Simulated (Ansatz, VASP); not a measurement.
BAs: VASP beside Ansatz

```
B As
1.0
     0.00000    2.46362    2.46362
     2.46362    0.00000    2.46362
     2.46362    2.46362    0.00000
B As
1 1
Direct
  0.00000 0.00000 0.00000
  0.25000 0.25000 0.25000
```

Change from the starting cell: hydrostatic strain +3.0%.

Alike in both runs: task single point; functional HSE06; k mesh 6 × 6 × 6; no spin polarisation.

```csv
,VASP,Ansatz
version,VASP 6.6.1,Ansatz 0.2.0
potentials or method,"VASP PAW PBE potentials, release 64 (B, As)","plane waves, PAW"
plane-wave cutoff (eV),520,420
occupations,"gaussian, width 0.01 eV",fixed
valence electrons in the cell,8,18
```

```csv
,VASP,Ansatz,Ansatz less VASP
gap on the k mesh at the Fermi level (eV),2.01,2.00,-0.010
pressure (GPa),-11.7,-11.5,+0.17
```

VASP's potentials hold 8 valence electrons a cell and Ansatz's 18, so a difference there can come from the potentials and not from the codes. Ansatz's warnings: stress exchange threshold loose, stress scf threshold loose.
